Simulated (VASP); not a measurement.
A run of VASP 6.6.1 is set up as follows.

The input INCAR:

```
SYSTEM = Ga3S2
ALGO     = Normal         ! electronic algorithm
EDIFF    = 1E-6           ! SCF threshold, eV
EDIFFG   = -0.04          ! ionic threshold
ENCUT    = 600            ! plane-wave cutoff, eV
GGA      = PE             ! functional
IBRION   = 2              ! ionic algorithm
ISIF     = 3              ! what is computed and relaxed
ISMEAR   = 0              ! smearing method
LASPH    = .True.         ! aspherical terms in the spheres
LCHARG   = .False.        ! write CHGCAR
LREAL    = .False.        ! projectors in reciprocal space
LWAVE    = .False.        ! write WAVECAR
NELM     = 60             ! most SCF steps
NSW      = 90             ! ionic steps
PREC     = Accurate       ! precision mode
SIGMA    = 0.1            ! smearing width, eV
```

Contents of KPOINTS:

```
k-points
0
Gamma
  4 4 4
  0 0 0
```

POSCAR

```
Ga3S2
1.0
    4.8231778600      0.0000000000      0.0000000000
    0.0000000000      4.8231778600      0.0000000000
    0.0000000000      0.0000000000      4.8231778600
Ga S
3 2
Direct
    0.0000000000      0.5000000000      0.5000000000
    0.5000000000      0.0000000000      0.5000000000
    0.5000000000      0.5000000000      0.0000000000
    0.5000000000      0.5000000000      0.5000000000
    0.0000000000      0.0000000000      0.0000000000
```

Potentials or basis: VASP PAW PBE potentials, release 64 (Ga_d, S).

The run is started by

```console
$ cat potpaw_PBE.64/Ga_d/POTCAR potpaw_PBE.64/S/POTCAR > POTCAR
$ mpirun -np 1 vasp_std > vasp.out
```

**Question.** Estimate the space group after relaxing (to 0.05 Å).

**Answer.** Pm-3m (No. 221).

**Question.** What does it give for the relaxed volume?

**Answer.** 24.12 Å³/atom.

Final structure:
```
Ga S
1.0
     4.94057    0.00000    0.00000
     0.00000    4.94057    0.00000
     0.00000    0.00000    4.94057
Ga S
3 2
Direct
  0.00000 0.50000 0.50000
  0.50000 0.00000 0.50000
  0.50000 0.50000 0.00000
  0.50000 0.50000 0.50000
  0.00000 0.00000 0.00000
```
